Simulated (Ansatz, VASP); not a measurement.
## C: VASP beside Ansatz

The input INCAR:

```
SYSTEM = C
PREC     = Accurate       ! precision mode
ENCUT    = 910            ! plane-wave cutoff, eV
EDIFF    = 1E-6           ! SCF threshold, eV
ISMEAR   = 0              ! smearing method
SIGMA    = 0.05           ! smearing width, eV
LREAL    = .False.        ! projectors in reciprocal space
LASPH    = .True.         ! aspherical terms in the spheres
NELM     = 120            ! most SCF steps
ALGO     = Normal         ! electronic algorithm
ISIF     = 2              ! what is computed and relaxed
LWAVE    = .False.        ! write WAVECAR
LCHARG   = .True.         ! write CHGCAR
LELF     = .True.         ! ELF
LVHAR    = .True.       
NBANDS   = 11             ! bands
GGA_COMPAT= .False.
```

The input KPOINTS:

```
Automatic mesh
0
Gamma
  12 12 12
  0 0 0
```

File POSCAR:

```
C
1.0
    0.0000000000      1.6956461643      1.8228196267
    1.6956461643      0.0000000000      1.8228196267
    1.6956461643      1.6956461643      0.0000000000
C
2
Direct
    0.5000000000      0.5000000000      0.5000000000
    0.7500000000      0.7500000000      0.7500000000
```

Input for Ansatz:

```yaml
crystal:
  lattice:
    - [0.0, 1.6956461643, 1.8228196267]
    - [1.6956461643, 0.0, 1.8228196267]
    - [1.6956461643, 1.6956461643, 0.0]
  atoms:
    - { symbol: C, position: [0.5, 0.5, 0.5] }
    - { symbol: C, position: [0.75, 0.75, 0.75] }
basis:
  ecutwfc: 520.0
kpoints:
  mp_grid: { grid: [12, 12, 12] }
hamiltonian:
  xc: lda
  pseudopotentials: { kind: paw, azcp: { folder: soft_1 } }
scf:
  occupations: { method: gaussian, width: 0.05 }
output:
  forces: true
  stress: true
  eigenvalues: true
```

Alike in both runs: task single point; functional LDA; k mesh 12 × 12 × 12; occupations gaussian, width 0.05 eV; no spin polarisation.

|  | VASP | Ansatz |
| --- | --- | --- |
| version | VASP 6.6.1 | Ansatz 0.2.0 |
| potentials or method | VASP PAW LDA potentials, release 64 (C_h), cutoff 910 eV | scalar-relativistic, plane waves, PAW |
| valence electrons in the cell | 8 | 8 |

|  | VASP | Ansatz | Ansatz less VASP |
| --- | --- | --- | --- |
| gap on the k mesh at the Fermi level (eV) | 3.38 | 3.38 | +0.005 |
| least direct gap on the mesh (eV) | 5.10 | 5.10 | -0.003 |

Ansatz warns that its potentials were made for another functional, while VASP's fit it. LDA's correlation is that of Perdew and Zunger in VASP and of Perdew and Wang (1992) in Ansatz.

Noted on VASP's run: the cutoff is short for stress, so the pressure is rough.
